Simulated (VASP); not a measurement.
Here is a VASP 6.6.1 calculation.

File INCAR:

```
SYSTEM = Hf
  ALGO = Normal
  EDIFF = 1E-6
  EDIFFG = -0.01
  ENCUT = 600
  GGA = PE
  IBRION = 2
  ISIF = 3
  ISMEAR = 0
  LASPH = .TRUE.
  LCHARG = .FALSE.
  LREAL = .FALSE.
  LWAVE = .FALSE.
  NELM = 100
  NSW = 80
  PREC = Accurate
  SIGMA = 0.1
```

Contents of KPOINTS:

```
k-points
0
G
  10 10 10
  0 0 0
```

The input POSCAR:

```
Hf
1.0
    0.0000000000      3.7235538284      3.7235538284
    3.7235538284      0.0000000000      3.7235538284
    3.7235538284      3.7235538284      0.0000000000
Hf
2
Direct
    0.2500000000      0.2500000000      0.2500000000
    0.0000000000      0.0000000000      0.0000000000
```

Potentials or basis: VASP PAW PBE potentials, release 64 (Hf_pv).

Command:

```bash
$ cat potpaw_PBE.64/Hf_pv/POTCAR > POTCAR
$ mpirun -np 1 vasp_std > vasp.out
```

Q: Predict the relaxed cell.

A: a = 4.612 Å, b = 4.612 Å, c = 4.612 Å, α = 60.00°, β = 60.00°, γ = 60.00°.

Q: What does it give for the space group after relaxing (to 0.1 Å)?

A: Fd-3m (No. 227).

Final structure:
```yaml
crystal:
  lattice:
    - [0.00000, 3.26126, 3.26126]
    - [3.26126, 0.00000, 3.26126]
    - [3.26126, 3.26126, 0.00000]
  atoms:
    - { symbol: Hf, position: [0.25000, 0.25000, 0.25000] }
    - { symbol: Hf, position: [0.00000, 0.00000, 0.00000] }
```
